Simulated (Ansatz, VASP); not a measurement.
# One calculation of Au, two programs

```
CELL_PARAMETERS angstrom
0.00000 2.07863 2.07863
2.07863 0.00000 2.07863
2.07863 2.07863 0.00000
ATOMIC_POSITIONS crystal
Au 0.00000 0.00000 0.00000
```

Alike in both runs: task relaxation of cell and atoms; functional PBE; k mesh 17 × 17 × 17; occupations fermi-dirac, width 0.05 eV; no spin polarisation.

|  | VASP | Ansatz |
| --- | --- | --- |
| version | VASP 6.6.1 | Ansatz 0.2.0 |
| potentials or method | VASP PAW PBE potentials, release 64 (Au), cutoff 600 eV | all-electron LAPW, non-relativistic |

```tsv
	VASP	Ansatz	Ansatz less VASP
relaxed volume (Å³/atom)	17.94	21.75	+3.809
relaxed cell length with the largest relative difference (Å)	2.939	3.133	+0.1948
```

Ansatz ran all-electron here, and VASP with PAW potentials.

Neither program's run includes spin-orbit coupling.
